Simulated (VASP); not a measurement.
Wanted: the native input for a VASP 6.6.1 run.

* Task: single point
* Functional: LDA
* Potentials or basis: VASP PAW LDA potentials, release 64 (Cu, F, Tl_d)
* Cutoff: 520 eV
* k mesh: 5 × 5 × 5
* Occupations: gaussian, width 0.05 eV
* Spin: collinear spin
* Starting moments: [1.0, 0.0, 0.0, 0.0, 0.0] μB
* Hubbard terms: Cu d U = 6.0 eV
* Dipole correction: no
* Further INCAR settings: ALGO = Normal; EDIFF = 1e-07; NBANDS = 34

The structure of TlCuF3 lies in POSCAR:

```
TlCuF3
1.0
    4.0905174700      0.0000000000      0.0000000000
    0.0000000000      4.0905174700      0.0000000000
    0.0000000000      0.0000000000      4.0763293000
Cu F Tl
1 3 1
Direct
    0.0000000000      0.0000000000      0.0000000000
    0.0000000000      0.0000000000      0.5000000000
    0.5000000000      0.0000000000      0.0000000000
    0.0000000000      0.5000000000      0.0000000000
    0.5000000000      0.5000000000      0.5000000000
```

One way to write it, as run:

INCAR

```
SYSTEM = TlCuF3
  PREC = Accurate
  ENCUT = 520
  EDIFF = 1E-7
  ISMEAR = 0
  SIGMA = 0.05
  LREAL = .FALSE.
  LASPH = .TRUE.
  NELM = 150
  ALGO = Normal
  ISIF = 2
  LWAVE = .FALSE.
  LCHARG = .TRUE.
  ISPIN = 2
  MAGMOM = 1 0 0 0 0
  LORBIT = 11
  LMAXMIX = 4
  LDAU = .TRUE.
  LDAUTYPE = 2
  LDAUL = 2 -1 -1
  LDAUU = 6 0 0
  LDAUJ = 0 0 0
  LDAUPRINT = 1
  GGA = CA
  LELF = .TRUE.
  LVHAR = .TRUE.
  NBANDS = 34
```

KPOINTS

```
regular mesh
0
G
  5 5 5
  0 0 0
```

Potentials or basis: VASP PAW LDA potentials, release 64 (Cu, F, Tl_d).

Launch:

```bash
$ cat potpaw_LDA.64/Cu/POTCAR potpaw_LDA.64/F/POTCAR potpaw_LDA.64/Tl_d/POTCAR > POTCAR
$ mpirun -np 1 vasp_std > vasp.out
```

It gave:

```
Pressure                                              : -7.0 GPa
Band gap on the k mesh                                : zero (filled and empty bands overlap)
Net moment                                            : 1.00 μB per cell
Site moments                                          : Cu +0.69; F +0.10; Tl +0.01 μB
Valence electrons inside the program's atomic spheres : Cu 9.73; F 6.02; Tl 11.10
```

Caveat: the cell stands under tension; spin-orbit coupling is left out, which moves the levels of the heavy elements; a cell with one magnetic atom can't hold antiferromagnetic order, which such compounds often take.

It took 3.2 min on 1 thread of Intel Xeon 8259CL, on a shared host, peak memory 0.2 GiB.
